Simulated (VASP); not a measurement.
Input of a VASP 6.6.1 run:

Contents of POSCAR:

```
CdS
1.0
    0.0000000000      2.9165000000      2.9165000000
    2.9165000000      0.0000000000      2.9165000000
    2.9165000000      2.9165000000      0.0000000000
Cd S
1 1
Direct
    0.0000000000      0.0000000000      0.0000000000
    0.7500000000      0.7500000000      0.7500000000
```

The input INCAR.step1:

```
SYSTEM = CdS
PREC = Accurate
ENCUT = 520
EDIFF = 1E-5
ISMEAR = -1
SIGMA = 0.05
LREAL = .False.
LASPH = .True.
NELM = 100
ALGO = Normal
ISIF = 2
LWAVE = .True.
LCHARG = .False.
GGA = PE
NBANDS = 16
```

The input INCAR.step2:

```
SYSTEM = CdS
PREC = Accurate
ENCUT = 520
EDIFF = 1E-6
ISMEAR = -1
SIGMA = 0.05
LREAL = .False.
LASPH = .True.
NELM = 100
ALGO = Normal
ISIF = 2
LWAVE = .False.
LCHARG = .False.
GGA = PS
LHFCALC = .True.
AEXX = 0.25
HFSCREEN = 0.207
PRECFOCK = Normal
ISTART = 1
NBANDS = 16
```

KPOINTS

```
Automatic mesh
0
Gamma
  4 4 4
  0 0 0
```

Potentials or basis: VASP PAW PBE potentials, release 64 (Cd, S).

Command:

```console
$ cat potpaw_PBE.64/Cd/POTCAR potpaw_PBE.64/S/POTCAR > POTCAR
$ cp INCAR.step1 INCAR
$ mpirun -np 1 vasp_std > vasp.out
$ cp INCAR.step2 INCAR
$ mpirun -np 1 vasp_std > vasp.out
```

(1) What does it give for the band gap on the k mesh?

(2) Estimate the pressure.

Results:

(1) 2.03 eV.

(2) -0.1 GPa.

Caveat: the k points lie up to 0.47 Å⁻¹ apart; the PAW data sets were made with another functional, which shifts forces and pressure a little.
